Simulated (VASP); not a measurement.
Runs of VASP 6.6.1 on GaP. The structure is that of space group Fm-3m (No. 225), or close to it. The cells are those of the table. 

```tsv
task	level	cell	k mesh	cutoff (eV)	gap on the mesh (eV)	pressure (GPa)	relaxed volume (Å³/atom)
single point	PBEsol	a = 3.598 Å, angles 60.0°, 2 atoms	6 × 6 × 6	520	none	0.1	-
single point	r2SCAN+rVV10	a = 3.608 Å, angles 60.0°, 2 atoms	10 × 10 × 10	520	none	0.0	-
relaxation of cell and atoms	r2SCAN+rVV10	relaxed from a = 3.598 Å, angles 60.0°, 2 atoms	8 × 8 × 8	600	none	0.1	(a)
single point	r2SCAN+rVV10	a = 3.608 Å, angles 60.0°, 2 atoms	8 × 8 × 8	520	none	-0.2	-
relaxation of cell and atoms	PBEsol	relaxed from a = 3.855 Å, angles 60.0°, 2 atoms	6 × 6 × 6	600	none	0.0	16.49
```

Alike in all rows: potentials or basis VASP PAW PBE potentials, release 64 (Ga_d, P); no spin polarisation; smearing fermi-dirac 0.03 eV.

Problem. Estimate the missing entries.

Solution. (a) 16.58.

Caveats: the PAW data sets were made with another functional, which shifts forces and pressure a little; the volume moved by over 15 % at a fixed basis, so the end points are rough (some runs).

A k mesh can miss the band edges, and the runs leave out spin-orbit coupling on Ga.

A gap of «none» marks levels without a gap at the run's occupations.
